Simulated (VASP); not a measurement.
Input of a VASP 6.6.1 run:

The input INCAR:

```
SYSTEM = LaScF2
PREC = Accurate ; ENCUT = 520
EDIFF = 1E-6 ; ISMEAR = 0
SIGMA = 0.1 ; LREAL = .FALSE.
LASPH = .TRUE. ; NELM = 60
ALGO = Normal ; ISIF = 2
LWAVE = .FALSE. ; LCHARG = .FALSE.
GGA = PE ; NBANDS = 46
```

Contents of KPOINTS:

```
regular mesh
0
G
  4 4 4
  0 0 0
```

POSCAR

```
LaScF2
1.0
    0.0000000000      4.6778417097      4.6778417097
    4.6778417097      0.0000000000      4.6778417097
    4.6778417097      4.6778417097      0.0000000000
La Sc F
2 2 4
Direct
    0.7500000000      0.7500000000      0.7500000000
    0.5000000000      0.5000000000      0.5000000000
    0.0000000000      0.0000000000      0.0000000000
    0.2500000000      0.2500000000      0.2500000000
    0.1250000000      0.1250000000      0.1250000000
    0.1250000000      0.1250000000      0.6250000000
    0.1250000000      0.6250000000      0.1250000000
    0.6250000000      0.1250000000      0.1250000000
```

Potentials or basis: VASP PAW PBE potentials, release 64 (La, Sc_sv, F).

Launch:

```sh
$ cat potpaw_PBE.64/La/POTCAR potpaw_PBE.64/Sc_sv/POTCAR potpaw_PBE.64/F/POTCAR > POTCAR
$ mpirun -np 1 vasp_std > vasp.out
```

Q: Predict the pressure.

A: 0.0 GPa.

Q: What does it give for the band gap on the k mesh?

A: Zero (band 36 reaches 4.77 eV, above the bottom of band 37 at 4.56 eV).

Caveat: spin-orbit coupling is left out, which moves the levels of the heavy elements.
